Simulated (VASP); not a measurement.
# Al2InN3 (Cmc2_1) in VASP: further runs

Runs on Al2InN3. Level: PBE. Tasks: single point.

All numbers are computed with VASP 6.6.1; they aren't measurements. Logs are shortened: lines on timing, memory, paths and dates and some standing lists are left out, and cuts for length are marked.

## Step 1: The cell of the first run

The structure is orthorhombic, space group Cmc2_1 (No. 36). The conventional cell has a = 9.822 Å, b = 5.214 Å, c = 5.243 Å, α = 90.00°, β = 90.00°, γ = 90.00°. Al (site symmetry 1) has 4 N at 1.78 to 1.91 Å within 2.4 Å. Within 2.7 Å of In (site symmetry m) lie 4 N at 2.02 to 2.20 Å. N (site symmetry 1) has 3 Al at 1.78 to 1.91 Å and 1 In at 2.15 Å within 2.4 Å. N (site symmetry m) has 2 Al at 1.88 Å and 2 In at 2.02 to 2.20 Å within 2.5 Å.

## Step 2: Single point, PBE (11.19 Å³/atom)

INCAR

```
SYSTEM = Al2InN3
PREC = Accurate
ENCUT = 520
EDIFF = 1E-6
ISMEAR = 0
SIGMA = 0.05
LREAL = .False.
LASPH = .True.
NELM = 80
ALGO = Normal
ISIF = 2
LWAVE = .False.
LCHARG = .True.
GGA = PE
LELF = .True.
LVHAR = .True.
NBANDS = 46
```

KPOINTS

```
regular mesh
0
Gamma
  6 6 6
  0 0 0
```

POSCAR

```
Al2InN3
1.0
    4.9112360591     -2.6069961457      0.0000000000
    4.9112360591      2.6069961457      0.0000000000
    0.0000000000      0.0000000000      5.2433799143
Al In N
4 2 6
Direct
    0.0084427086      0.3348641725      0.9917411822
    0.6651358275      0.9915572914      0.9917411822
    0.9915572914      0.6651358275      0.4917411822
    0.3348641725      0.0084427086      0.4917411822
    0.3220722962      0.6779277038      0.9869930315
    0.6779277038      0.3220722962      0.4869930315
    0.0367610679      0.3336262977      0.3556963910
    0.6663737023      0.9632389321      0.3556963910
    0.9632389321      0.6663737023      0.8556963910
    0.3336262977      0.0367610679      0.8556963910
    0.2982358752      0.7017641248      0.4061317922
    0.7017641248      0.2982358752      0.9061317922
```

Potentials or basis: VASP PAW PBE potentials, release 64 (Al, In_d, N).

Command:

```bash
$ cat potpaw_PBE.64/Al/POTCAR potpaw_PBE.64/In_d/POTCAR potpaw_PBE.64/N/POTCAR > POTCAR
$ mpirun -np 1 vasp_std > vasp.out
```

OUTCAR:

```text
SYSTEM = Al2InN3
   PREC = Accurate
   ENCUT = 520
   EDIFF = 1E-6
   ISMEAR = 0
   LREAL = .False.
   LASPH = .True.
   NELM = 80
   ISIF = 2
   GGA = PE

 ion  position               nearest neighbor table
   1  0.008  0.335  0.992-  10 1.78   9 1.86  12 1.88   7 1.91   2 3.03   2 3.03   5 3.04   4 3.13
                             4 3.13   5 3.17   3 3.17   3 3.17   6 3.21   5 3.23   6 3.25
   2  0.665  0.992  0.992-   9 1.78  10 1.86  12 1.88   8 1.91   1 3.03   1 3.03   5 3.04   3 3.13
                             3 3.13   5 3.17   4 3.17   4 3.17   6 3.21   5 3.23   6 3.25
   3  0.992  0.665  0.492-   8 1.78   7 1.86  11 1.88   9 1.91   4 3.03   4 3.03   6 3.04   2 3.13
                             2 3.13   6 3.17   1 3.17   1 3.17   5 3.21   6 3.23   5 3.25
   4  0.335  0.008  0.492-   7 1.78   8 1.86  11 1.88  10 1.91   3 3.03   3 3.03   6 3.04   1 3.13
                             1 3.13   6 3.17   2 3.17   2 3.17   5 3.21   6 3.23   5 3.25
   5  0.322  0.678  0.987-  12 2.02  10 2.15   9 2.15  11 2.20   1 3.04   2 3.04   2 3.17   1 3.17
                             3 3.21   4 3.21   6 3.21   6 3.21   1 3.23   2 3.23   3 3.25   4 3.25
   6  0.678  0.322  0.487-  11 2.02   8 2.15   7 2.15  12 2.20   4 3.04   3 3.04   4 3.17   3 3.17
                             1 3.21   2 3.21   5 3.21   5 3.21   3 3.23   4 3.23   1 3.25   2 3.25
   7  0.037  0.334  0.356-   4 1.78   3 1.86   1 1.91   6 2.15
   8  0.666  0.963  0.356-   3 1.78   4 1.86   2 1.91   6 2.15
   9  0.963  0.666  0.856-   2 1.78   1 1.86   3 1.91   5 2.15
  10  0.334  0.037  0.856-   1 1.78   2 1.86   4 1.91   5 2.15
  11  0.298  0.702  0.406-   3 1.88   4 1.88   6 2.02   5 2.20
  12  0.702  0.298  0.906-   1 1.88   2 1.88   5 2.02   6 2.20

  LATTYP: Found a base centered orthorhombic cell.
 ALAT       =     5.2139922914
 B/A-ratio  =     1.8838677868
 C/A-ratio  =     1.0056362996

  Lattice vectors:

 A1 = (  -4.9112360591,  -2.6069961457,   0.0000000000)
 A2 = (   4.9112360591,  -2.6069961457,   0.0000000000)
 A3 = (   0.0000000000,   0.0000000000,   5.2433799143)

Analysis of symmetry for initial positions (statically):
=====================================================================
 Subroutine PRICEL returns:
 Original cell was already a primitive cell.

 Routine SETGRP: Setting up the symmetry group for a
 base centered orthorhombic supercell.

 Subroutine GETGRP returns: Found  4 space group operations
 (whereof  2 operations were pure point group operations)
 out of a pool of  8 trial point group operations.

The static configuration has the point symmetry C_1h.
 The point group associated with its full space group is C_2v.

Analysis of symmetry for dynamics (positions and initial velocities):
=====================================================================
 Subroutine PRICEL returns:
 Original cell was already a primitive cell.

 Routine SETGRP: Setting up the symmetry group for a
 base centered orthorhombic supercell.

 Subroutine GETGRP returns: Found  4 space group operations
 (whereof  2 operations were pure point group operations)
 out of a pool of  8 trial point group operations.

The dynamic configuration has the point symmetry C_1h.
 The point group associated with its full space group is C_2v.

 Subroutine INISYM returns: Found  4 space group operations
 (whereof  2 operations are pure point group operations),
 and found     1 'primitive' translations

----------------------------------------------------------------------------------------

                                     Primitive cell

  volume of cell :     134.2680

  direct lattice vectors                    reciprocal lattice vectors
     4.911236059 -2.606996146  0.000000000     0.101807365 -0.191791615  0.000000000
     4.911236059  2.606996146  0.000000000     0.101807365  0.191791615  0.000000000
     0.000000000  0.000000000  5.243379914     0.000000000  0.000000000  0.190716678

  length of vectors
     5.560275940  5.560275940  5.243379914     0.217137659  0.217137659  0.190716678

  position of ions in fractional coordinates (direct lattice)
     0.008442709  0.334864172  0.991741182
     0.665135828  0.991557291  0.991741182
     0.991557291  0.665135828  0.491741182
     0.334864172  0.008442709  0.491741182
     0.322072296  0.677927704  0.986993031
     0.677927704  0.322072296  0.486993031
     0.036761068  0.333626298  0.355696391
     0.666373702  0.963238932  0.355696391
[... 33 lines left out ...]
     0.000000000  0.000000000  0.031786113     0.000000000  0.000000000  0.166666667

  Length of vectors
     0.036189610  0.036189610  0.031786113

  Shift w.r.t. Gamma in fractional coordinates (k-lattice)
     0.000000000  0.000000000  0.000000000

 Subroutine IBZKPT returns following result:
 ===========================================

 Found     52 irreducible k-points:

 Following reciprocal coordinates:
            Coordinates               Weight
  0.000000  0.000000  0.000000      1.000000
  0.166667 -0.000000  0.000000      4.000000
  0.333333  0.000000  0.000000      4.000000
  0.500000  0.000000  0.000000      2.000000
  0.166667  0.166667  0.000000      2.000000
  0.333333  0.166667  0.000000      4.000000
[... 16 lines left out ...]
  0.333333  0.333333  0.166667      4.000000
  0.500000  0.333333  0.166667      8.000000
 [... further k-points ...]
   k-points           NKPTS =     52   k-points in BZ     NKDIM =     52   number of bands    NBANDS=     46
   number of dos      NEDOS =    301   number of ions     NIONS =     12
   total plane-waves  NPLWV =  70560
   dimension x,y,z NGX =    42 NGY =   42 NGZ =   40
   dimension x,y,z NGXF=    84 NGYF=   84 NGZF=   80
   ions per type =               4   2   6
   NGX,Y,Z   is equivalent  to a cutoff of  12.56, 12.56, 12.68 a.u.
   NGXF,Y,Z  is equivalent  to a cutoff of  25.12, 25.12, 25.36 a.u.
 SYSTEM =  Al2InN3
   PREC   = accura    normal or accurate (medium, high low for compatibility)
   ISTART =      0    job   : 0-new  1-cont  2-samecut
   ICHARG =      2    charge: 1-file 2-atom 10-const
   ISPIN  =      1    spin polarized calculation?
   LNONCOLLINEAR =      F non collinear calculations
   LSORBIT =      F    spin-orbit coupling
   LASPH  =      T    aspherical Exc in radial PAW
   ENCUT  =  520.0 eV  38.22 Ry    6.18 a.u.  10.34 10.34  9.75*2*pi/ulx,y,z
   NELM   =     80;   NELMIN=  2; NELMDL= -5     # of ELM steps
   EDIFF  = 0.1E-05   stopping-criterion for ELM
   LREAL  =      F    real-space projection
   EDIFFG = 0.1E-04   stopping-criterion for IOM
   NSW    =      0    number of steps for IOM
   IBRION =     -1    ionic relax: 0-MD 1-quasi-New 2-CG
   NFREE  =      0    steps in history (QN), initial steepest desc. (CG)
   ISIF   =      2    stress and relaxation
   ISYM   =      2    0-nonsym 1-usesym 2-fastsym
   POTIM  = 0.5000    time-step for ionic-motion
   TEBEG  =    0.0;   TEEND  =   0.0 temperature during run
   PSTRESS=    0.0 pullay stress
   NELECT =      68.0000    total number of electrons
   NUPDOWN=      -1.0000    fix difference up-down
   EMIN   =  10.00;   EMAX   =-10.00  energy-range for DOS
   EFERMI =   0.00;   METHOD = LEGACY
   ISMEAR =     0;   SIGMA  =   0.05  broadening in eV -4-tet -1-fermi 0-gaus
   EFERMI_NEDOS =   21; number of points for ismear=-14 and -15
   IALGO  =     38    algorithm
   IMIX   =      4    mixing-type and parameters
     AMIX     =   0.40;   BMIX     =  1.00
     AMIX_MAG =   1.60;   BMIX_MAG =  1.00
  volume/ion in A,a.u.               =      11.19        75.51
  Fermi-wavevector in a.u.,A,eV,Ry     =   1.304929  2.465959 23.168549  1.702840
  Thomas-Fermi vector in A             =   2.435832
   LORBIT       =      0    0 simple, 1 ext, 2 COOP (PROOUT), +10 PAW based schemes
   GGA     = PE    functional components
   LHFCALC =     F    Hartree Fock is set to
   AEXX    =    0.0000 exact exchange contribution
   IVDW    =     0    specifies the selected vdW correction
   LEPSILON=     F    determine dielectric tensor
   LRPA    =     F    only Hartree local field effects (RPA)
 non-spin polarized calculation
 Gauss-broadening in eV      SIGMA  =   0.05
  energy-cutoff  :      520.00
  volume of cell :      134.27
 maximum number of plane-waves:      3632
 NGX is ok and might be reduce to    42
   NGX = 21   NGY = 21   NGZ = 19

 number of electron      68.0000002 magnetization

 Free energy of the ion-electron system (eV)
  ---------------------------------------------------
  ext. energy  EPLUGINS =         0.00000000
  ---------------------------------------------------
  free energy    TOTEN  =       -79.59179867 eV

  energy without entropy =      -79.59179867  energy(sigma->0) =      -79.59179867

 E-fermi :   7.3763     XC(G=0): -11.2504

 val. band max:        7.0913606186   @ k =   0.0000   0.0000   0.0000
 cond. band min:       9.5247763902   @ k =   0.0000   0.0000   0.0000
 fundamental gap:      2.4334157716
 Fermi energy:         7.3762953117

 k-point     1 :       0.0000    0.0000    0.0000
  band No.  band energies     occupation
      1      -8.2476      2.00000
      2      -7.6412      2.00000
      3      -7.2169      2.00000
      4      -6.7914      2.00000
      5      -6.7415      2.00000
      6      -6.7074      2.00000
[... 1165 lines left out ...]
     45      16.5483      0.00000
     46      16.8677      0.00000

 [... further k-points ...]

------------------------ aborting loop because EDIFF is reached ----------------------------------------

  FORCE on cell =-STRESS in cart. coord.  units (eV):
  Direction    XX          YY          ZZ          XY          YZ          ZX
  --------------------------------------------------------------------------------------
  -------------------------------------------------------------------------------------
  Total        7.9911248     32.0240834      5.3603165      0.0000000      0.0000000      0.0000000
  in kB       95.3555495    382.1331997     63.9629514      0.0000000      0.0000000      0.0000000
  external PRESSURE =     180.4839002 kB  Pullay stress =       0.0000000 kB

 VOLUME and BASIS-vectors are now :
 -----------------------------------------------------------------------------
  energy-cutoff  :      520.00
  volume of cell :      134.27
      direct lattice vectors                 reciprocal lattice vectors
     4.911236059 -2.606996146  0.000000000     0.101807365 -0.191791615  0.000000000
     4.911236059  2.606996146  0.000000000     0.101807365  0.191791615  0.000000000
     0.000000000  0.000000000  5.243379914     0.000000000  0.000000000  0.190716678

 POSITION                                       TOTAL-FORCE (eV/Angst)
 -----------------------------------------------------------------------------------
      1.68606      0.85098      5.20008        -0.144636      1.009811      0.692537
      8.13641      0.85098      5.20008         0.144636      1.009811      0.692537
      8.13641     -0.85098      2.57839         0.144636     -1.009811      0.692537
      1.68606     -0.85098      2.57839        -0.144636     -1.009811      0.692537
      4.91124      0.92771      5.17518         0.000000      1.450430      0.432936
      4.91124     -0.92771      2.55349         0.000000     -1.450430      0.432936
      1.81906      0.77393      1.86505        -0.083675      1.134590     -0.790774
      8.00341      0.77393      1.86505         0.083675      1.134590     -0.790774
      8.00341     -0.77393      4.48674         0.083675     -1.134590     -0.790774
      1.81906     -0.77393      4.48674        -0.083675     -1.134590     -0.790774
      4.91124      1.05200      2.12950         0.000000      1.349358     -0.236461
      4.91124     -1.05200      4.75119         0.000000     -1.349358     -0.236461
 -----------------------------------------------------------------------------------
    total drift:                               -0.000000      0.000000      0.000093

  FREE ENERGIE OF THE ION-ELECTRON SYSTEM (eV)
  ---------------------------------------------------
  free  energy   TOTEN  =       -79.5917986668 eV

  energy  without entropy=      -79.5917986668  energy(sigma->0) =      -79.59179867
```

Run time: 11 min. Hardware: 1 thread of Intel Xeon 8259CL, shared host; peak memory 0.42 GiB.

Results:

```
Free energy            : -79.5918 eV
Pressure               : 18.0 GPa
Largest force          : 1.514 eV/Å
Band gap on the k mesh : 2.43 eV
```

Forces in eV/Å, atoms in the order of the input:
```
Al  -0.145  1.010  0.693
Al   0.145  1.010  0.693
Al   0.145 -1.010  0.693
Al  -0.145 -1.010  0.693
In   0.000  1.450  0.433
In   0.000 -1.450  0.433
N   -0.084  1.135 -0.791
N    0.084  1.135 -0.791
N    0.084 -1.135 -0.791
N   -0.084 -1.135 -0.791
N    0.000  1.349 -0.236
N    0.000 -1.349 -0.236
```

Caveat: the cell stands under pressure; spin-orbit coupling is left out, which moves the levels of the heavy elements; forces of over 1 eV/Å act on the atoms, so gaps and moduli don't describe the material at rest.

(Part 1 of 2 ends here.)
